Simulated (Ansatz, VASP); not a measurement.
**AlGa2N3 in VASP and in Ansatz**

```xyz
6
Lattice="3.1820 0.0000 0.0000 -1.5910 2.7557 0.0000 0.0000 0.0000 7.7952" Properties=species:S:1:pos:R:3 pbc="T T T"
Al    1.5910    0.9186    2.5964
Ga    0.0000    0.0000    0.0215
Ga    0.0000    1.8371    5.1766
N     0.0000    1.8371    7.1429
N     1.5910    0.9186    4.4962
N     0.0000    0.0000    2.0032
```

Alike in both runs: functional PBE; k mesh 12 × 12 × 4; occupations gaussian, width 0.02 eV; no spin polarisation.

Ansatz relaxed the structure, and its values are those at the end. VASP's run is a single point on that final structure, the one shown.

```csv
,VASP,Ansatz
version,VASP 6.6.1,Ansatz 0.2.0
potentials or method,"VASP PAW PBE potentials, release 64 (Al, Ga_d, N), cutoff 520 eV","scalar-relativistic, plane waves, PAW"
valence electrons in the cell,44,44
```

```tsv
	VASP	Ansatz	Ansatz less VASP
gap on the k mesh at the Fermi level (eV)	2.15	2.14	-0.006
least direct gap on the mesh (eV)	2.15	2.14	-0.006
pressure (GPa)	0.0	0.0	+0.03
rms of the force components (eV/Å)	0.006	0.000	-0.0062
```

The functional is the same, so the differences come from potentials, cutoffs and numerics.
